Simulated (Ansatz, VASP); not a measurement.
Al in VASP and in Ansatz

Contents of INCAR:

```
ALGO = Fast
EDIFF = 1E-7
ENCUT = 520
GGA = PS
ISIF = 2
ISMEAR = 0
LASPH = T
LCHARG = F
LREAL = F
LWAVE = F
NBANDS = 10
NELM = 100
PREC = Accurate
SIGMA = 0.15
```

The input KPOINTS:

```
k-points
0
Gamma
  18 18 10
```

The input POSCAR:

```
Al
1.0
    3.0093000000      0.0000000000      0.0000000000
   -1.5046500000      2.6061302476      0.0000000000
    0.0000000000      0.0000000000      4.6382883863
Al
2
Direct
    0.6666666667      0.3333333333      0.7500000000
    0.3333333333      0.6666666667      0.2500000000
```

Input for Ansatz:

```yaml
crystal:
  lattice:
    - [3.0093, 0.0, 0.0]
    - [-1.50465, 2.6061302476, 0.0]
    - [0.0, 0.0, 4.6382883863]
  atoms:
    - { symbol: Al, position: [0.6666666667, 0.3333333333, 0.75] }
    - { symbol: Al, position: [0.3333333333, 0.6666666667, 0.25] }
basis:
  ecutwfc: 420
kpoints:
  mp_grid: { grid: [18, 18, 10] }
hamiltonian:
  xc: pbesol
  pseudopotentials: { kind: paw, azcp: { folder: soft_1 } }
scf:
  occupations: { method: gaussian, width: 0.15 }
output:
  forces: true
  stress: true
  eigenvalues: true
```

Alike in both runs: task single point; functional PBEsol; k mesh 18 × 18 × 10; occupations gaussian, width 0.15 eV; no spin polarisation.

|  | VASP | Ansatz |
| --- | --- | --- |
| version | VASP 6.6.1 | Ansatz 0.2.0 |
| potentials or method | VASP PAW PBE potentials, release 64 (Al), cutoff 520 eV | scalar-relativistic, plane waves, PAW |
| valence electrons in the cell | 6 | 6 |

|  | VASP | Ansatz | Ansatz less VASP |
| --- | --- | --- | --- |
| gap on the k mesh at the Fermi level (eV) | none | none | - |
| pressure (GPa) | -6.4 | -6.5 | -0.05 |
| traceless stress, the component that is largest in VASP (GPa) | 1.89 | 1.87 | -0.014 |

VASP's potentials were made for PBE, not for PBEsol, and Ansatz warns of the same on its side. A gap of «none» marks a metal or a gap that the smearing closes. The functional is the same, so the differences come from potentials, cutoffs and numerics.
